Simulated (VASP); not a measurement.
# Si16Ni (a cell with a defect) in VASP: further runs, part 2 of 2

VASP 6.6.1. The steps go on from the part before.

**4. Single point, r2SCAN, collinear spin, zero start**

Contents of POSCAR:

```
Si16Ni
1.0
    0.0000000000      5.4300000000      5.4300000000
    5.4300000000      0.0000000000      5.4300000000
    5.4300000000      5.4300000000      0.0000000000
Si Ni
16 1
Direct
   -0.0004667587      0.0038396869     -0.0005424494
    0.1220798343      0.1306131676      0.1220743094
   -0.0120271639      0.0046144567      0.5038161142
    0.1157663904      0.1266763352      0.6260078269
    0.0037378453      0.5049555249      0.0036395028
    0.1282915285      0.6287060773      0.1282602210
   -0.0007778085      0.5001982505      0.5034244015
    0.1225327808      0.6224729282      0.6296817680
    0.5038516575      0.0045877532     -0.0120104052
    0.6260721915      0.1266920810      0.1157200737
    0.4900724678     -0.0091883057      0.4900109576
    0.6154479742      0.1150785451      0.6154582873
    0.5034525783      0.5002207182     -0.0008313996
    0.6297527624      0.6224420810      0.1224962247
    0.5042349908      0.4875651934      0.5041723757
    0.6258491713      0.6162941068      0.6258001842
    0.3342453039      0.8342657459      0.3342412523
```

Contents of INCAR.step1:

```
SYSTEM = Si16Ni
PREC     = Accurate       ! precision mode
ENCUT    = 520            ! plane-wave cutoff, eV
ISMEAR   = 0              ! smearing method
SIGMA    = 0.02           ! smearing width, eV
LREAL    = Auto         
LASPH    = .True.         ! aspherical terms in the spheres
NELM     = 150            ! most SCF steps
ISPIN    = 2              ! spin polarisation
MAGMOM   = 0 0 0 0 0 0 0 0 0 0 0 0 0 0 0 0 0 ! initial moments
LMAXMIX  = 4              ! l up to which the mixer works
NBANDS   = 55             ! bands
GGA      = PE             ! functional
ALGO     = Normal         ! electronic algorithm
EDIFF    = 1E-4           ! SCF threshold, eV
LWAVE    = .True.         ! write WAVECAR
LCHARG   = .False.        ! write CHGCAR
```

Contents of INCAR.step2:

```
SYSTEM = Si16Ni
PREC     = Accurate       ! precision mode
ENCUT    = 520            ! plane-wave cutoff, eV
EDIFF    = 1E-6           ! SCF threshold, eV
ISMEAR   = 0              ! smearing method
SIGMA    = 0.02           ! smearing width, eV
LREAL    = Auto         
LASPH    = .True.         ! aspherical terms in the spheres
NELM     = 150            ! most SCF steps
ALGO     = Normal         ! electronic algorithm
ISIF     = 2              ! what is computed and relaxed
LWAVE    = .False.        ! write WAVECAR
LCHARG   = .False.        ! write CHGCAR
ISPIN    = 2              ! spin polarisation
MAGMOM   = 0 0 0 0 0 0 0 0 0 0 0 0 0 0 0 0 0 ! initial moments
LORBIT   = 11             ! projections on sites
LMAXMIX  = 4              ! l up to which the mixer works
METAGGA  = R2SCAN         ! meta-GGA
LMIXTAU  = .True.       
NBANDS   = 55             ! bands
ISTART   = 1
```

Contents of KPOINTS:

```
regular mesh
0
Gamma
  1 1 1
  0 0 0
```

Potentials or basis: VASP PAW PBE potentials, release 64 (Si, Ni).

The run is started by

```sh
cat potpaw_PBE.64/Si/POTCAR potpaw_PBE.64/Ni/POTCAR > POTCAR
cp INCAR.step1 INCAR
mpirun -np 1 vasp_gam > vasp.out
cp INCAR.step2 INCAR
mpirun -np 1 vasp_gam > vasp.out
```

OUTCAR:

```text
SYSTEM = Si16Ni
   PREC = Accurate
   ENCUT = 520
   EDIFF = 1E-6
   ISMEAR = 0
   LREAL = Auto
   LASPH = .True.
   NELM = 150
   ISIF = 2
   ISPIN = 2
   LORBIT = 11
   METAGGA = R2SCAN
   ISTART = 1

 ion  position               nearest neighbor table
   1  1.000  0.004  0.999-   2 2.33   4 2.34  10 2.34   6 2.35
   2  0.122  0.131  0.122-   1 2.33   5 2.35  17 2.39   3 2.39   9 2.39
   3  0.988  0.005  0.504-  17 2.29   4 2.33  12 2.34   2 2.39   8 2.40
   4  0.116  0.127  0.626-   3 2.33   1 2.34   7 2.34  11 2.35
   5  0.004  0.505  0.004-   6 2.34   8 2.35  14 2.35   2 2.35
   6  0.128  0.629  0.128-   5 2.34   1 2.35  13 2.35   7 2.35
   7  0.999  0.500  0.503-   8 2.33  16 2.34   4 2.34   6 2.35
   8  0.123  0.622  0.630-   7 2.33   5 2.35  17 2.39  15 2.39   3 2.40
   9  0.504  0.005  0.988-  17 2.29  10 2.33  12 2.34   2 2.39  14 2.40
  10  0.626  0.127  0.116-   9 2.33   1 2.34  13 2.34  11 2.35
  11  0.490  0.991  0.490-  10 2.35   4 2.35  12 2.35  16 2.35  17 2.94
[... 364 lines left out ...]
      6.74457      6.79646      6.74484        -0.224051     -0.271285     -0.070896
      6.34499      3.62988      6.34502        -0.091961     -0.017181     -0.007375
 -----------------------------------------------------------------------------------
    total drift:                                0.001983     -0.006518      0.002626

  FREE ENERGIE OF THE ION-ELECTRON SYSTEM (eV)
  ---------------------------------------------------
  free  energy   TOTEN  =      -132.3047772096 eV

  energy  without entropy=     -132.3047772096  energy(sigma->0) =     -132.30477721

 total charge

# of ion       s       p       d       tot
------------------------------------------
    1        0.667   1.057   0.000   1.724
    2        0.673   1.021   0.000   1.694
    3        0.677   1.049   0.000   1.726
    4        0.671   1.045   0.000   1.716
    5        0.674   1.023   0.000   1.696
    6        0.685   1.061   0.000   1.746
[... 9 lines left out ...]
   16        0.671   1.044   0.000   1.715
   17        0.634   0.546   8.416   9.595
--------------------------------------------------
tot         11.491  17.134   8.416  37.041

 magnetization (x)

# of ion       s       p       d       tot
------------------------------------------
    1        0.001   0.002   0.000   0.002
    2       -0.000   0.038   0.000   0.038
    3       -0.002  -0.003   0.000  -0.005
    4       -0.000  -0.003   0.000  -0.003
    5       -0.003  -0.000   0.000  -0.004
    6        0.000   0.001   0.000   0.002
[... 9 lines left out ...]
   16        0.003   0.004   0.000   0.007
   17       -0.005   0.008  -0.007  -0.004
--------------------------------------------------
tot         -0.005   0.005  -0.007  -0.006
```

OSZICAR.step1:

```text
N       E                     dE             d eps       ncg     rms          rms(c)
DAV:   1     0.460216705163E+03    0.46022E+03   -0.31931E+04   220   0.122E+03
DAV:   2    -0.801568474477E+01   -0.46823E+03   -0.42321E+03   266   0.246E+02
DAV:   3    -0.738044765836E+02   -0.65789E+02   -0.55092E+02   297   0.828E+01
DAV:   4    -0.777380737601E+02   -0.39336E+01   -0.38749E+01   250   0.202E+01
DAV:   5    -0.778632692901E+02   -0.12520E+00   -0.12454E+00   336   0.445E+00    0.279E+01
DAV:   6    -0.987350830636E+02   -0.20872E+02   -0.21673E+02   282   0.171E+02    0.674E+01
DAV:   7    -0.811076518355E+02    0.17627E+02   -0.62022E+01   274   0.412E+01    0.237E+01
DAV:   8    -0.721912029526E+02    0.89164E+01   -0.18748E+01   274   0.816E+01    0.875E+00
DAV:   9    -0.735143597735E+02   -0.13232E+01   -0.16083E+01   344   0.256E+01    0.121E+01
DAV:  10    -0.726267717170E+02    0.88759E+00   -0.42999E+00   328   0.242E+01    0.335E+00
DAV:  11    -0.726363652642E+02   -0.95935E-02   -0.28950E-01   258   0.291E+00    0.245E+00
DAV:  12    -0.726169210259E+02    0.19444E-01   -0.85780E-02   344   0.323E+00    0.105E+00
DAV:  13    -0.726211363824E+02   -0.42154E-02   -0.20987E-02   291   0.635E-01    0.435E-01
DAV:  14    -0.726221008244E+02   -0.96444E-03   -0.17581E-03   280   0.175E-01    0.241E-01
DAV:  15    -0.726223472045E+02   -0.24638E-03   -0.64020E-04   234   0.154E-01    0.118E-01
DAV:  16    -0.726223552345E+02   -0.80301E-05   -0.27366E-04   184   0.126E-01
   1 F= -.72622355E+02 E0= -.72622355E+02  d E =-.232869E-10  mag=     0.0001
```

Run time: 20 min. Hardware: 1 thread of Intel Xeon Platinum 8259CL at 2.50GHz (Skylake/Cascade Lake), shared host; peak memory 0.81 GiB.

What came out:

```yaml
Free_energy: -132.3048 eV
Pressure: 7.3 GPa
Largest_force: 1.204 eV/Å
Net_moment: 0.00 μB per cell
Site_moments: Si +0.00, +0.04, -0.01, -0.00, -0.04, -0.02, +0.01, +0.02 (each value once); Ni -0.00 μB
Valence_electrons_inside_the_program's_atomic_spheres: Si 1.72, 1.69, 1.73, 1.70, 1.75 (each value once); Ni 9.60
```

Forces in eV/Å, atoms in the order of the input:
```
Si   0.704 -0.336  0.501
Si  -0.295 -0.520 -0.001
Si  -0.040  0.865  0.836
Si  -0.224 -0.061 -0.032
Si  -0.020 -0.090 -0.118
Si  -0.001  0.037  0.065
Si   0.674  0.516 -0.341
Si  -0.284 -0.026 -0.529
Si   0.936  0.651 -0.081
Si  -0.243 -0.115 -0.280
Si  -0.381 -0.513 -0.564
Si  -0.687 -0.555 -0.551
Si  -0.333  0.621  0.577
Si  -0.447 -0.084 -0.052
Si   0.957 -0.102  0.649
Si  -0.224 -0.271 -0.071
Ni  -0.092 -0.017 -0.007
```

Levels at points of the mesh, in eV from the Fermi level:
Spin up:
```tsv
k point	band 33	band 34	band 35	band 36	band 37	band 38	band 39	band 40	band 41	band 42
(0.00, 0.00, 0.00)	-1.21	-1.07	-0.49	-0.33	-0.15	0.11	0.25	0.50	0.52	0.81
```
Spin down:
```
           k point  band 33  band 34  band 35  band 36  band 37  band 38  band 39  band 40  band 41  band 42
(0.00, 0.00, 0.00)    -1.21    -1.07    -0.50    -0.32    -0.13     0.09     0.24     0.50     0.52     0.81
```

Caveat: the k points lie up to 1.00 Å⁻¹ apart; the PAW data sets were made with another functional, which shifts forces and pressure a little.

**5. The runs side by side**

```csv
spin,cell,k mesh,pressure (GPa),moment (μB),largest force (eV/Å)
"collinear, ferromagnetic start","as given, atomic positions A",2 × 2 × 2,1.9,0.23,0.04
"collinear, zero start","as given, atomic positions B",1 × 1 × 1,7.2,0.00,1.27
"collinear, zero start","as given, atomic positions A",1 × 1 × 1,7.3,0.00,1.20
```

Alike in all rows: task single point; level r2SCAN; potentials or basis VASP PAW PBE potentials, release 64 (Si, Ni); cutoff (eV) 520; smearing gaussian 0.02 eV.

Caveats: all runs use coarse meshes; the PAW data sets were made with another functional, which shifts forces and pressure a little.

Total energies depend on the potentials used, so only differences within one code and one set of settings carry meaning.
